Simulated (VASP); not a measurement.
A run of VASP 6.6.1:

Contents of INCAR:

```
ALGO = Normal ; EDIFF = 1E-7
ENCUT = 520 ; GGA = PE
ISIF = 2 ; ISMEAR = 0
LASPH = True ; LCHARG = False
LREAL = False ; LWAVE = False
NBANDS = 26 ; NELM = 60
PREC = Accurate ; SIGMA = 0.05
```

File KPOINTS:

```
k-points
0
Gamma
  9 9 4
```

POSCAR

```
ZnS
1.0
    3.6187887550      0.0000000000      0.0000000000
   -1.8093943775      3.1339629928      0.0000000000
    0.0000000000      0.0000000000      7.1185193600
Zn S
2 2
Direct
    0.3333333333      0.6666666667      0.0052003725
    0.6666666667      0.3333333333      0.5052003725
    0.3333333333      0.6666666667      0.4194587200
    0.6666666667      0.3333333333      0.9194587200
```

Potentials or basis: VASP PAW PBE potentials, release 64 (Zn, S).

Command:

```bash
$ cat potpaw_PBE.64/Zn/POTCAR potpaw_PBE.64/S/POTCAR > POTCAR
$ mpirun -np 1 vasp_std > vasp.out
```

Hardware: 1 thread of Intel(R) Xeon(R) Platinum 8259CL CPU @ 2.50GHz (Skylake/Cascade Lake) (shared host).

Q: Estimate the wall time of this run.

A: Wall time 60 s on 1 thread of Intel(R) Xeon(R) Platinum 8259CL CPU @ 2.50GHz (Skylake/Cascade Lake) (shared host), peak memory 0.22 GiB. Counts: scf iterations 15, k points 36.
